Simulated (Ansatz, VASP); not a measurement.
# One calculation of BN, two programs

```
B N
1.0
     0.00000    1.87702    1.87702
     1.87702    0.00000    1.87702
     1.87702    1.87702    0.00000
B N
1 1
Direct
  0.00000 0.00000 0.00000
  0.25000 0.25000 0.25000
```

Change from the starting cell: hydrostatic strain +4.0%.

Alike in both runs: task single point; functional r2SCAN; k mesh 12 × 12 × 12; no spin polarisation.

|  | VASP | Ansatz |
| --- | --- | --- |
| version | VASP 6.6.1 | Ansatz 0.2.0 |
| potentials or method | VASP PAW PBE potentials, release 64 (B, N) | plane waves, PAW |
| plane-wave cutoff (eV) | 520 | 500 |
| occupations | gaussian, width 0.01 eV | fixed |
| valence electrons in the cell | 8 | 8 |

Ansatz gave:

```
gap on the k mesh at the Fermi level (eV) : 4.84
pressure (GPa)                            : -37.1
```

Task: Which values does VASP return?

Result: gap on the k mesh at the Fermi level (eV): 4.83; pressure (GPa): -36.4.

VASP's potentials were made for PBE, not for r2SCAN. Both programs put the cell under strong tension, so it lies far from rest at this level.

Noted on VASP's run: the cell as given lies far from equilibrium.
